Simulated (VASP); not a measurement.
Here is a VASP 6.6.1 calculation.

File INCAR:

```
SYSTEM = MnO2
PREC = Accurate
ENCUT = 520
EDIFF = 1E-6
ISMEAR = 0
SIGMA = 0.05
LREAL = .FALSE.
LASPH = .TRUE.
NELM = 150
ALGO = Normal
ISIF = 2
LWAVE = .FALSE.
LCHARG = .FALSE.
ISPIN = 2
MAGMOM = 4 0 0
LORBIT = 11
LMAXMIX = 4
GGA = PE
NBANDS = 24
```

KPOINTS

```
Automatic mesh
0
G
  12 12 6
  0 0 0
```

File POSCAR:

```
MnO2
1.0
    2.8565781804      0.0000000000      0.0000000000
   -1.4282890902      2.4738692722      0.0000000000
    0.0000000000      0.0000000000      4.6013740589
Mn O
1 2
Direct
    0.0000000000      0.0000000000      0.5000000000
    0.6666666700      0.3333333300      0.2937074300
    0.3333333300      0.6666666700      0.7062925700
```

Potentials or basis: VASP PAW PBE potentials, release 64 (Mn_pv, O).

Command:

```console
$ cat potpaw_PBE.64/Mn_pv/POTCAR potpaw_PBE.64/O/POTCAR > POTCAR
$ mpirun -np 1 vasp_std > vasp.out
```

Task: Estimate the pressure.

Result: 5.7 GPa.

Task: What does it give for the site moments?

Result: Mn +2.83; O +0.04 μB.

Task: What does it give for the largest force?

Result: 0.310 eV/Å.

Forces on the atoms (eV/Å):
```
Mn   0.000  0.000  0.000
O    0.000  0.000 -0.310
O    0.000  0.000  0.310
```

Caveat: a cell with one magnetic atom can't hold antiferromagnetic order, which such compounds often take.
